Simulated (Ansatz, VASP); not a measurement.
TaN: VASP beside Ansatz

The input INCAR:

```
PREC = Accurate
ENCUT = 520
EDIFF = 1E-6
ISMEAR = -1
SIGMA = 0.05
LREAL = False
LASPH = True
NELM = 150
ALGO = Normal
ISIF = 2
LWAVE = False
LCHARG = True
MAGMOM = 0 0 0 0 0 0 0 0 0 0 0 0
LORBIT = 11
LSORBIT = True
GGA_COMPAT = False
LORBMOM = True
LMAXMIX = 4
GGA = PS
LVHAR = True
NBANDS = 46
```

KPOINTS

```
Automatic mesh
0
Gamma
  8 8 6
```

POSCAR

```
TaN
1.0
    3.3991219400      0.0000000000      0.0000000000
    0.0000000000      3.3991219400      0.0000000000
    0.0000000000      0.0000000000      4.9769636900
Ta N
2 2
Direct
    0.0000000000      0.0000000000      0.0000000000
    0.5000000000      0.5000000000      0.0000000000
    0.5000000000      0.0000000000      0.2670000000
    0.0000000000      0.5000000000      0.7330000000
```

The input input.yaml:

```yaml
crystal:
  lattice:
    - [3.39912194, 0.0, 0.0]
    - [0.0, 3.39912194, 0.0]
    - [0.0, 0.0, 4.97696369]
  atoms:
    - { symbol: Ta, position: [0.0, 0.0, 0.0] }
    - { symbol: Ta, position: [0.5, 0.5, 0.0] }
    - { symbol: "N", position: [0.5, 0.0, 0.267] }
    - { symbol: "N", position: [0.0, 0.5, 0.733] }
hamiltonian:
  xc: pbesol
  pseudopotentials: { kind: paw_fr }
magnetization:
  noncollinear: true
  spin_orbit: true
kpoints:
  mp_grid: { grid: [8, 8, 6] }
  band_path:
    path:
      - [[0.0, 0.0, 0.0], [0.0, 0.5, 0.0], [0.5, 0.5, 0.0], [0.0, 0.0, 0.0], [0.0, 0.0, 0.5], [0.0, 0.5, 0.5], [0.5, 0.5, 0.5], [0.0, 0.0, 0.5]]
      - [[0.0, 0.5, 0.0], [0.0, 0.5, 0.5]]
      - [[0.5, 0.5, 0.0], [0.5, 0.5, 0.5]]
    npoints: 14
scf:
  occupations: { method: fermi_dirac, width: 0.05 }
  n_extra_bands: 10
output:
  forces: true
  stress: true
  eigenvalues: true
  fatbands: false
```

Alike in both runs: functional PBEsol; k mesh 8 × 8 × 6; occupations fermi-dirac, width 0.05 eV; non-collinear spin, spin-orbit coupling.

|  | VASP | Ansatz |
| --- | --- | --- |
| version | VASP 6.6.1 | Ansatz 0.2.0 |
| potentials or method | VASP PAW PBE potentials, release 64 (Ta_pv, N) | Ansatz PAW |
| plane-wave cutoff (eV) | 520 | 420 |
| valence electrons in the cell | 32 | 36 |
| task | single point | band structure |

```tsv
	VASP	Ansatz	Ansatz less VASP
rms of the force components (eV/Å)	1.175	1.261	+0.0865
```

VASP's potentials were made for PBE, not for PBEsol. Atom by atom the forces differ by 0.086 eV/Å (rms over components). VASP's potentials hold 32 valence electrons a cell and Ansatz's 36, so a difference there can come from the potentials and not from the codes.
